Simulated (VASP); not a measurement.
LiMg:

```
Li Mg
1.0
     3.37819    0.00000    0.00000
     0.00000    3.37819    0.00000
     0.00000    0.00000    3.55261
Li Mg
1 1
Direct
  0.00000 0.00000 0.00000
  0.50000 0.50000 0.50000
```

- Program: VASP 6.6.1
- Task: relaxation of cell and atoms
- Functional: LDA
- Potentials or basis: VASP PAW LDA potentials, release 64 (Li_sv, Mg)
- Cutoff: 600 eV
- k mesh: 6 × 6 × 6
- Occupations: methfessel-paxton, width 0.05 eV
- Spin: no spin polarisation

At the start: pressure -1.9 GPa; volume 20.27 Å³/atom.

Q: Where does the relaxation end?

A: Over 15 steps the energy falls by 25.0 meV/atom and the volume is 19.05 Å³/atom (-6.0 %); space group P4/mmm (No. 123, to 0.1 Å) before and after.

The path:
```
step  energy change (eV)  largest force (eV/Å)  pressure (GPa)  volume (Å³)
   1              0.0000                0.0000           -1.94        40.54
   2             -0.0180                0.0000           -1.16        39.12
   3             -0.0286                0.0000           -0.03        37.51
   4             -0.0292                0.0000            0.37        37.02
   5             -0.0320                0.0000            0.34        37.07
   6             -0.0341                0.0000            0.49        37.16
   7             -0.0343                0.0000            0.53        37.18
   8             -0.0353                0.0000            0.53        37.21
   9             -0.0389                0.0000            0.47        37.27
  10             -0.0484                0.0000            0.56        37.34
  11             -0.0241                0.0000            1.05        37.28
  12             -0.0476                0.0000            0.66        37.35
  13             -0.0486                0.0000            0.60        37.35
  14             -0.0486                0.0000           -0.53        38.88
  15             -0.0500                0.0000            0.02        38.10
```

Final structure:
```yaml
crystal:
  lattice:
    - [3.11691, 0.00000, 0.00000]
    - [0.00000, 3.11691, 0.00000]
    - [0.00000, 0.00000, 3.92202]
  atoms:
    - { symbol: Li, position: [0.00000, 0.00000, 0.00000] }
    - { symbol: Mg, position: [0.50000, 0.50000, 0.50000] }
```

Caveat: the cutoff is under 1.25 times the usual one of these potentials, so pressure, stress and relaxed cells hold a basis-set (Pulay) error.
